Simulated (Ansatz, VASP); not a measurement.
**Si in VASP and in Ansatz**

The input POSCAR:

```
Si
1.0
   -3.3273296544      3.3273296544      1.9218805215
    3.3273296544     -3.3273296544      1.9218805215
    3.3273296544      3.3273296544     -1.9218805215
Si
4
Direct
    0.2568017558      0.2568017558      0.3575063991
    0.8992953567      0.8992953567      0.6424936010
    0.1007046433      0.7431982442      0.0000000000
    0.7431982442      0.1007046433      0.0000000000
```

Contents of INCAR.step1:

```
PREC = Accurate
ENCUT = 520
ISMEAR = 0
SIGMA = 0.05
LREAL = F
LASPH = T
NELM = 100
NBANDS = 16
GGA = PE
ALGO = Normal
EDIFF = 1E-4
LWAVE = T
LCHARG = F
```

INCAR.step2

```
PREC = Accurate
ENCUT = 520
EDIFF = 1E-6
ISMEAR = 0
SIGMA = 0.05
LREAL = F
LASPH = T
NELM = 100
ALGO = Normal
ISIF = 2
LWAVE = F
LCHARG = F
METAGGA = R2SCAN
LMIXTAU = T
NBANDS = 16
ISTART = 1
```

File KPOINTS:

```
Automatic mesh
0
Gamma
  10 10 10
```

Input for Ansatz:

```yaml
crystal:
  lattice:
    - [-3.3273296544, 3.3273296544, 1.9218805215]
    - [3.3273296544, -3.3273296544, 1.9218805215]
    - [3.3273296544, 3.3273296544, -1.9218805215]
  atoms:
    - { symbol: Si, position: [0.2568017558, 0.2568017558, 0.3575063991] }
    - { symbol: Si, position: [0.8992953567, 0.8992953567, 0.642493601] }
    - { symbol: Si, position: [0.1007046433, 0.7431982442, 0.0] }
    - { symbol: Si, position: [0.7431982442, 0.1007046433, 0.0] }
basis:
  ecutwfc: 500
kpoints:
  mp_grid: { grid: [10, 10, 10] }
hamiltonian:
  xc: r2scan
scf:
  occupations: { method: gaussian, width: 0.05 }
output:
  forces: true
  stress: true
  eigenvalues: true
  write_density: true
  write_potential: true
  elf: true
  volumetric_format: npy
```

Change from the starting cell: mode 4 (156.1 1/cm) frozen in, largest displacement -0.300 Å.

Alike in both runs: task single point; functional r2SCAN; k mesh 10 × 10 × 10; occupations gaussian, width 0.05 eV; no spin polarisation.

|  | VASP | Ansatz |
| --- | --- | --- |
| version | VASP 6.6.1 | Ansatz 0.2.0 |
| potentials or method | VASP PAW PBE potentials, release 64 (Si), cutoff 520 eV | scalar-relativistic, plane waves, PAW |
| valence electrons in the cell | 16 | 16 |

```tsv
	VASP	Ansatz	Ansatz less VASP
gap on the k mesh at the Fermi level (eV)	none	none	-
pressure (GPa)	-2.8	-2.6	+0.18
traceless stress, the component that is largest in VASP (GPa)	0.52	0.58	+0.067
rms of the force components (eV/Å)	0.654	0.650	-0.0040
```

VASP's potentials were made for PBE, not for r2SCAN. Atom by atom the forces differ by 0.008 eV/Å (rms over components). A gap of «none» marks a metal or a gap that the smearing closes.
